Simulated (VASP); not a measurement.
The system is Ti3Al.

```xyz
4
Lattice="2.9275 0.0000 0.0000 -1.4638 2.5353 0.0000 0.0000 0.0000 9.2264" Properties=species:S:1:pos:R:3 pbc="T T T"
Ti    1.4638    0.8451    0.0000
Ti    0.0000    1.6902    6.9253
Ti    0.0000    1.6902    2.3011
Al    1.4638    0.8451    4.6132
```

* Program: VASP 6.6.1
* Task: relaxation of cell and atoms
* Functional: LDA
* Potentials or basis: VASP PAW LDA potentials, release 64 (Ti_sv, Al)
* Cutoff: 500 eV
* k mesh: 18 × 18 × 6
* Occupations: gaussian, width 0.1 eV
* Spin: no spin polarisation

At the start: pressure -7.1 GPa; volume 17.12 Å³/atom.

Task: How do energy, volume and symmetry change on relaxing?

Result: Over 11 steps the energy falls by 25.8 meV/atom and the volume is 16.03 Å³/atom (-6.4 %); space group P-6m2 (No. 187, to 0.1 Å) before and after.

The path:
| step | energy change (eV) | largest force (eV/Å) | pressure (GPa) | volume (Å³) |
| --- | --- | --- | --- | --- |
| 1 | 0.0000 | 0.1292 | -7.14 | 68.48 |
| 2 | -0.0470 | 0.0086 | 6.25 | 61.20 |
| 3 | -0.1022 | 0.0636 | -0.03 | 64.15 |
| 4 | -0.1022 | 0.0620 | 0.12 | 64.07 |
| 5 | -0.1029 | 0.0279 | 0.12 | 64.05 |
| 6 | -0.1030 | 0.0148 | 0.13 | 64.05 |
| 7 | -0.1030 | 0.0103 | -0.09 | 64.17 |
| 8 | -0.1031 | 0.0114 | -0.04 | 64.14 |
| 9 | -0.1031 | 0.0117 | -0.03 | 64.13 |
| 10 | -0.1031 | 0.0066 | -0.01 | 64.13 |
| 11 | -0.1031 | 0.0013 | 0.00 | 64.13 |

Final structure:
```yaml
crystal:
  lattice:
    - [2.86014, 0.00000, 0.00000]
    - [-1.43007, 2.47695, 0.00000]
    - [0.00000, 0.00000, 9.05160]
  atoms:
    - { symbol: Ti, position: [0.66667, 0.33333, 0.00000] }
    - { symbol: Ti, position: [0.33333, 0.66667, 0.75163] }
    - { symbol: Ti, position: [0.33333, 0.66667, 0.24837] }
    - { symbol: Al, position: [0.66667, 0.33333, 0.50000] }
```
